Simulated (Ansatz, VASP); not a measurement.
One calculation of Ir, two programs

```
CELL_PARAMETERS angstrom
0.00000 1.91902 1.91902
1.91902 0.00000 1.91902
1.91902 1.91902 0.00000
ATOMIC_POSITIONS crystal
Ir 0.00000 0.00000 0.00000
```

Alike in both runs: functional r2SCAN; dispersion D4; k mesh 13 × 13 × 13; occupations fermi-dirac, width 0.15 eV; no spin polarisation.

Ansatz relaxed the structure, and its values are those at the end. VASP's run is a single point on that final structure, the one shown.

|  | VASP | Ansatz |
| --- | --- | --- |
| version | VASP 6.6.1 | Ansatz 0.2.0 |
| potentials or method | VASP PAW PBE potentials, release 64 (Ir_sv_GW), cutoff 620 eV | plane waves, PAW |
| valence electrons in the cell | 17 | 17 |

|  | VASP | Ansatz | Ansatz less VASP |
| --- | --- | --- | --- |
| pressure (GPa) | -1.0 | 0.0 | +0.95 |

VASP's potentials were made for PBE, not for r2SCAN.

Spin-orbit coupling is off throughout.
